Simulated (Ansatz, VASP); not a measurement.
## One calculation of Mo, two programs

```
CELL_PARAMETERS angstrom
-1.56484 1.56484 1.56484
1.56484 -1.56484 1.56484
1.56484 1.56484 -1.56484
ATOMIC_POSITIONS crystal
Mo 0.00000 0.00000 0.00000
```

Alike in both runs: task single point; functional r2SCAN; k mesh 20 × 20 × 20; occupations gaussian, width 0.05 eV; no spin polarisation.

|  | VASP | Ansatz |
| --- | --- | --- |
| version | VASP 6.6.1 | Ansatz 0.2.0 |
| potentials or method | VASP PAW PBE potentials, release 64 (Mo_sv), cutoff 520 eV | scalar-relativistic, plane waves, PAW |
| valence electrons in the cell | 14 | 14 |

```tsv
	VASP	Ansatz	Ansatz less VASP
gap on the k mesh at the Fermi level (eV)	none	none	-
pressure (GPa)	7.1	5.8	-1.26
```

VASP's potentials were made for PBE, not for r2SCAN. A gap of «none» marks a metal or a gap that the smearing closes.
